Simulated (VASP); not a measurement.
A run of VASP 6.6.1 is set up as follows.

INCAR

```
ALGO = Normal
EDIFF = 1E-6
ENCUT = 520
GGA = PE
ISIF = 2
ISMEAR = 0
LASPH = T
LCHARG = F
LREAL = F
LWAVE = F
NBANDS = 16
NELM = 60
PREC = Accurate
SIGMA = 0.02
```

File KPOINTS:

```
k-points
0
Gamma
  8 8 6
```

The input POSCAR:

```
AlN
1.0
    2.2098430570      2.2098430570      0.0000000000
   -2.2098430570      2.2098430570      0.0000000000
    0.0000000000      0.0000000000      4.3371265976
Al N
2 2
Direct
    0.0000000000      0.0000000000      0.0000000000
    0.5000000000      0.5000000000      0.5000000000
    0.5000000000      0.0000000000      0.2500000000
    0.0000000000      0.5000000000      0.7500000000
```

Potentials or basis: VASP PAW PBE potentials, release 64 (Al, N).

Launch:

```console
$ cat potpaw_PBE.64/Al/POTCAR potpaw_PBE.64/N/POTCAR > POTCAR
$ mpirun -np 1 vasp_std > vasp.out
```

(1) What does it give for the band gap on the k mesh?

(2) Predict the pressure.

Answers

(1) 3.21 eV.

(2) 1.2 GPa.

Caveat: the cell differs from its parent crystal (uniaxial strain along c: -1.5 %).
